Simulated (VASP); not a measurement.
Ta3Si3N:

```xyz
7
Lattice="4.5225 0.0000 0.0000 0.0000 4.5225 0.0000 0.0000 0.0000 4.5225" Properties=species:S:1:pos:R:3 pbc="T T T"
Ta    0.0000    2.2613    0.0000
Ta    0.0000    0.0000    2.2613
Ta    2.2613    0.0000    0.0000
Si    2.2613    0.0000    2.2613
Si    2.2613    2.2613    0.0000
Si    0.0000    2.2613    2.2613
N     2.2613    2.2613    2.2613
```

```yaml
Program: VASP 6.6.1
Task: relaxation of cell and atoms
Functional: PBE
Potentials_or_basis: VASP PAW PBE potentials, release 64 (Ta_pv, Si, N)
Cutoff: 600 eV
k_mesh: 4 × 4 × 4
Occupations: gaussian, width 0.1 eV
Spin: no spin polarisation
```

At the start: pressure 68.0 GPa; volume 13.21 Å³/atom.

Question: Where does the relaxation end?

Answer: Over 5 steps the energy falls by 733.5 meV/atom and the volume is 17.54 Å³/atom (+32.7 %); space group Pm-3m (No. 221, to 0.05 Å).

Step by step:
```tsv
step	energy change (eV)	largest force (eV/Å)	pressure (GPa)	volume (Å³)
1	0.0000	0.0000	68.00	92.50
2	2.3497	0.0000	-24.49	189.73
3	-5.0909	0.0000	-3.80	126.38
4	-5.1315	0.0000	-1.07	123.74
5	-5.1348	0.0000	0.00	122.76
```

Final structure:
```
Ta Si N
1.0
     4.96999    0.00000    0.00000
     0.00000    4.96999    0.00000
     0.00000    0.00000    4.96999
Ta Si N
3 3 1
Direct
  0.00000 0.50000 0.00000
  0.00000 0.00000 0.50000
  0.50000 0.00000 0.00000
  0.50000 0.00000 0.50000
  0.50000 0.50000 0.00000
  0.00000 0.50000 0.50000
  0.50000 0.50000 0.50000
```

Caveat: the volume moved by over 15 % at a fixed basis, so the end points are rough.
